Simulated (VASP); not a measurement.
Wanted: the native input for a VASP 6.6.1 run.

```yaml
Task: single point
Functional: RPBE
Potentials_or_basis: VASP PAW PBE potentials, release 64 (Ni)
Cutoff: 520 eV
k_mesh: 14 × 14 × 14
Occupations: fermi-dirac, width 0.1 eV
Spin: no spin polarisation
Dipole_correction: no
Further_INCAR_settings: ALGO = Normal; EDIFF = 1e-07; NBANDS = 11
```

The structure of Ni lies in POSCAR:

```
Ni
1.0
    2.3518968950      0.0000000000      0.0000000000
    0.0000000000      2.3518968950      0.0000000000
    0.0000000000      0.0000000000      2.3518968950
Ni
1
Direct
    0.0000000000      0.0000000000      0.0000000000
```

This isn't the form of Ni at room conditions, which is fcc.

These files were run (other wordings do the same):

INCAR

```
ALGO = Normal
EDIFF = 1E-7
ENCUT = 520
GGA = RP
ISIF = 2
ISMEAR = -1
LASPH = True
LCHARG = False
LREAL = False
LWAVE = False
NBANDS = 11
NELM = 60
PREC = Accurate
SIGMA = 0.1
```

KPOINTS

```
k-points
0
Gamma
  14 14 14
```

Potentials or basis: VASP PAW PBE potentials, release 64 (Ni).

Command:

```sh
$ cat potpaw_PBE.64/Ni/POTCAR > POTCAR
$ mpirun -np 1 vasp_std > vasp.out
```

It gave:

| Item | Value |
| --- | --- |
| Pressure | 0.0 GPa |
| Band gap on the k mesh | zero (bands 5 and 6 overlap by 1.22 eV) |

Caveat: the PAW data sets were made with another functional, which shifts forces and pressure a little; the run has no spin polarisation, though such a crystal can be magnetic.

Run time: 15 s on 1 thread of Intel Xeon 8259CL (shared host), peak memory 0.13 GiB.
